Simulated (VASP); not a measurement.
## La5Mg: single point with LDA

The system is La5Mg.

```
La Mg
1.0
     6.25465    0.00000    0.00000
    -3.12732    5.41668    0.00000
     0.00000    0.00000    5.66613
La Mg
5 1
Cartesian
  0.0000 3.6111 2.8331
  -2.1531 3.7293 0.0000
  4.3062 0.0000 0.0000
  0.9742 1.6874 0.0000
  3.1273 1.8056 2.8331
  0.0000 0.0000 2.8331
```

* Program: VASP 6.6.1
* Task: single point
* Functional: LDA
* Potentials or basis: VASP PAW LDA potentials, release 64 (La, Mg)
* Cutoff: 520 eV
* k mesh: 4 × 4 × 4
* Occupations: methfessel-paxton, width 0.05 eV
* Spin: no spin polarisation
* Dipole correction: no
* Further INCAR settings: ALGO = Normal; EDIFF = 1e-07; NBANDS = 38

- Pressure: -1.4 GPa
- Largest force: 0.059 eV/Å
- Band gap on the k mesh: zero (an odd number of electrons rules out a gap without spin polarisation)

Forces in eV/Å, atoms in the order of the input:
```
La   0.000  0.000  0.000
La   0.030 -0.051  0.000
La  -0.059  0.000  0.000
La   0.030  0.051  0.000
La   0.000  0.000  0.000
Mg   0.000  0.000  0.000
```

Stress tensor (GPa, compression positive):
```
-1.84  0.00  0.00
 0.00 -1.84  0.00
 0.00  0.00 -0.58
```

Levels at points of the mesh, in eV from the Fermi level:
```
           k point  band 25  band 26  band 27  band 28  band 29  band 30  band 31  band 32
(0.00, 0.00, 0.00)    -0.91    -0.91    -0.42    -0.02     0.64     0.64     0.69     1.18
(0.50, 0.00, 0.00)    -0.95    -0.69    -0.65    -0.29    -0.10     0.06     0.32     0.45
(0.00, 0.00, 0.50)    -0.66    -0.47    -0.40    -0.40     0.06     0.34     0.34     0.89
(0.50, 0.00, 0.50)    -1.12    -0.33    -0.21    -0.17    -0.13    -0.04     0.17     0.31
```

Wall time 2.5 min on 1 thread of Intel(R) Xeon(R) Platinum 8488C (Sapphire Rapids), on a shared host, peak memory 0.27 GiB.

Caveat: spin-orbit coupling is left out, which moves the levels of the heavy elements.
